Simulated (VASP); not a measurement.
Set up this calculation in VASP 6.6.1, as the native input.

* Task: single point
* Functional: PBEsol
* Potentials or basis: VASP PAW PBE potentials, release 64 (Ta_pv)
* Cutoff: 520 eV
* k mesh: 8 × 8 × 1
* Occupations: methfessel-paxton, width 0.1 eV
* Spin: no spin polarisation
* Dipole correction: yes
* Further INCAR settings: LREAL = Auto; ALGO = Normal; EDIFF = 1e-06; NBANDS = 102

The structure of Ta lies in POSCAR:

```
Ta
1.0
    4.6418128370      0.0000000000      0.0000000000
    2.3209064180      4.0199278360      0.0000000000
    0.0000000000      0.0000000000     30.2125911640
Ta
16
Direct
    0.0000000000      0.0000000000      0.2647902643
    0.3333333333      0.3333333333      0.2961515624
    0.6666666667      0.6666666667      0.3275128605
    0.0000000000      0.0000000000      0.3588741586
    0.3333333333      0.3333333333      0.3902354567
    0.6666666667      0.6666666667      0.4215967548
    0.0000000000      0.0000000000      0.4529580529
    0.3333333333      0.3333333333      0.4843193510
    0.6666666667      0.6666666667      0.5156806490
    0.0000000000      0.0000000000      0.5470419471
    0.3333333333      0.3333333333      0.5784032452
    0.6666666667      0.6666666667      0.6097645433
    0.0000000000      0.0000000000      0.6411258414
    0.3333333333      0.3333333333      0.6724871395
    0.6666666667      0.6666666667      0.7038484376
    0.0000000000      0.0000000000      0.7352097357
```

These files were run (other wordings do the same):

INCAR

```
PREC     = Accurate       # precision mode
ENCUT    = 520            # plane-wave cutoff, eV
EDIFF    = 1E-6           # SCF threshold, eV
ISMEAR   = 1              # smearing method
SIGMA    = 0.1            # smearing width, eV
LREAL    = Auto         
LASPH    = T              # aspherical terms in the spheres
NELM     = 100            # most SCF steps
ALGO     = Normal         # electronic algorithm
ISIF     = 2              # what is computed and relaxed
LWAVE    = F              # write WAVECAR
LCHARG   = F              # write CHGCAR
LDIPOL   = T            
IDIPOL   = 3            
DIPOL    = 0.5 0.5 0.500
GGA      = PS             # functional
NBANDS   = 102            # bands
```

KPOINTS

```
Automatic mesh
0
Gamma
  8 8 1
```

Potentials or basis: VASP PAW PBE potentials, release 64 (Ta_pv).

Run with:

```bash
$ cat potpaw_PBE.64/Ta_pv/POTCAR > POTCAR
$ mpirun -np 1 vasp_std > vasp.out
```

It gave:

* Largest force: 2.109 eV/Å
* Band gap on the k mesh: zero (bands 88 and 89 overlap by 0.39 eV)

Caveat: the PAW data sets were made with another functional, which shifts forces and pressure a little; spin-orbit coupling is left out, which moves the levels of the heavy elements.

Run time: 27 min on 1 thread of Intel(R) Xeon(R) Platinum 8488C (Sapphire Rapids) (shared host), peak memory 0.81 GiB.
